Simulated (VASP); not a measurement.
A run of VASP 6.6.1 is set up as follows.

File INCAR:

```
ALGO = Normal
EDIFF = 1E-6
ENCUT = 520
GGA = PE
ISIF = 2
ISMEAR = 0
ISPIN = 2
LASPH = T
LCHARG = F
LORBIT = 11
LREAL = F
LWAVE = F
MAGMOM = 0.18 1.64 1.64 1.64 1.64 1.64
NBANDS = 34
NELM = 150
PREC = Accurate
SIGMA = 0.1
```

The input KPOINTS:

```
k-points
0
Gamma
  12 12 14
```

POSCAR

```
ZnO5
1.0
    5.3447532005      0.0000000000      0.0000000000
   -2.6723766002      4.6286920486      0.0000000000
    0.0000000000      0.0000000000      2.8576336561
Zn O
1 5
Direct
    0.0000000000      0.0000000000      0.0000000000
    0.2756366990      0.0000000000      0.5000000000
    0.7243633010      0.7243633010      0.5000000000
    0.0000000000      0.2756366990      0.5000000000
    0.3333333333      0.6666666667      0.0000000000
    0.6666666667      0.3333333333      0.0000000000
```

Potentials or basis: VASP PAW PBE potentials, release 64 (Zn, O).

Run with:

```bash
$ cat potpaw_PBE.64/Zn/POTCAR potpaw_PBE.64/O/POTCAR > POTCAR
$ mpirun -np 1 vasp_std > vasp.out
```

**Question.** Predict the pressure.

**Answer.** 0.3 GPa.

**Question.** What does it give for the site moments?

**Answer.** Zn +0.14; O +1.12, +1.67 (each value once) μB.

**Question.** Estimate the largest force.

**Answer.** 0.074 eV/Å.

**Question.** Predict the net moment.

**Answer.** 8.00 μB per cell.

Stress tensor (GPa, compression positive):
```
0.13 0.00 0.00
0.00 0.13 0.00
0.00 0.00 0.52
```
